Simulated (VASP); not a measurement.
Input of a VASP 6.6.1 run:

Contents of INCAR:

```
ALGO = Normal
EDIFF = 1E-7
ENCUT = 520
GGA = PS
ISIF = 2
ISMEAR = 0
LASPH = T
LCHARG = F
LREAL = F
LWAVE = F
NBANDS = 16
NELM = 80
PREC = Accurate
SIGMA = 0.01
```

The input KPOINTS:

```
k-points
0
Gamma
  8 8 8
```

The input POSCAR:

```
GaN
1.0
    0.0000000000      2.3120595035      2.3120595035
    2.3120595035      0.0000000000      2.3120595035
    2.3120595035      2.3120595035      0.0000000000
Ga N
1 1
Direct
    0.0000000000      0.0000000000      0.0000000000
    0.7500000000      0.7500000000      0.7500000000
```

Potentials or basis: VASP PAW PBE potentials, release 64 (Ga_d, N).

Command:

```console
$ cat potpaw_PBE.64/Ga_d/POTCAR potpaw_PBE.64/N/POTCAR > POTCAR
$ mpirun -np 1 vasp_std > vasp.out
```

Task: What does it give for the pressure?

Result: -13.1 GPa.

Task: Predict the band gap on the k mesh.

Result: 1.19 eV, direct.

Caveat: the PAW data sets were made with another functional, which shifts forces and pressure a little. Expect the measured gap to be larger: semilocal functionals such as PBEsol lack the derivative discontinuity.
